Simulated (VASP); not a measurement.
Write the native input for VASP 6.6.1 that does the following.

```yaml
Task: single point
Functional: LDA
Potentials_or_basis: VASP PAW LDA potentials, release 64 (In_d, P)
Cutoff: 500 eV
k_mesh: 8 × 8 × 8
Occupations: gaussian, width 0.05 eV
Spin: no spin polarisation
Dipole_correction: no
Further_INCAR_settings: ALGO = Normal; EDIFF = 1e-06; NBANDS = 16
```

The structure of InP lies in POSCAR:

```
InP
1.0
    0.0000000000      2.7251269691      2.7251269691
    2.7251269691      0.0000000000      2.7251269691
    2.7251269691      2.7251269691      0.0000000000
In P
1 1
Direct
    0.0000000000      0.0000000000      0.0000000000
    0.5000000000      0.5000000000      0.5000000000
```

This cell differs from its parent crystal: volume scaled by 1.02.

These files were run (other wordings do the same):

INCAR

```
SYSTEM = InP
PREC = Accurate
ENCUT = 500
EDIFF = 1E-6
ISMEAR = 0
SIGMA = 0.05
LREAL = .FALSE.
LASPH = .TRUE.
NELM = 120
ALGO = Normal
ISIF = 2
LWAVE = .FALSE.
LCHARG = .TRUE.
LELF = .TRUE.
LVHAR = .TRUE.
NBANDS = 16
GGA_COMPAT = .FALSE.
```

KPOINTS

```
Automatic mesh
0
G
  8 8 8
  0 0 0
```

Potentials or basis: VASP PAW LDA potentials, release 64 (In_d, P).

Command:

```sh
$ cat potpaw_LDA.64/In_d/POTCAR potpaw_LDA.64/P/POTCAR > POTCAR
$ mpirun -np 1 vasp_std > vasp.out
```

It gave:

The pressure is -1.6 GPa and the band gap on the k mesh is zero (band 9 reaches 7.80 eV, above the bottom of band 10 at 4.96 eV).

Caveat: spin-orbit coupling is left out, which moves the levels of the heavy elements.

Run time: 32 s on 1 thread of Intel Xeon 8259CL (shared host), peak memory 0.15 GiB.
